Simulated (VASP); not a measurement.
A run of VASP 6.6.1:

Contents of INCAR:

```
SYSTEM = Ba2Re
ALGO = Normal
EDIFF = 1E-6
ENCUT = 560
GGA = PE
GGA_COMPAT = .False.
ISIF = 2
ISMEAR = 0
LASPH = .True.
LCHARG = .False.
LREAL = .False.
LWAVE = .False.
NBANDS = 44
NELM = 120
PREC = Accurate
SIGMA = 0.1
```

Contents of KPOINTS:

```
k-points
0
Gamma
  4 4 4
  0 0 0
```

Contents of POSCAR:

```
Ba2Re
1.0
    6.3535875613      0.0000000000      0.0000000000
    0.0000000000      6.3535875613      0.0000000000
    0.0000000000      0.0000000000      6.3535875613
Ba Re
4 2
Direct
    0.2500000000      0.2500000000      0.2500000000
    0.2500000000      0.7500000000      0.7500000000
    0.7500000000      0.7500000000      0.2500000000
    0.7500000000      0.2500000000      0.7500000000
    0.0000000000      0.0000000000      0.0000000000
    0.5000000000      0.5000000000      0.5000000000
```

Potentials or basis: VASP PAW PBE potentials, release 64 (Ba_sv, Re_sv_GW).

Run with:

```console
$ cat potpaw_PBE.64/Ba_sv/POTCAR potpaw_PBE.64/Re_sv_GW/POTCAR > POTCAR
$ mpirun -np 1 vasp_std > vasp.out
```

Hardware: 1 thread of Intel(R) Xeon(R) 6975P-C (Granite Rapids) (shared host).

Task: How long does it take, and how much memory?

Result: Run time: 100 s on 1 thread of Intel(R) Xeon(R) 6975P-C (Granite Rapids), with other jobs on the host, peak memory 0.4 GiB. Counts: scf iterations 14, k points 10.
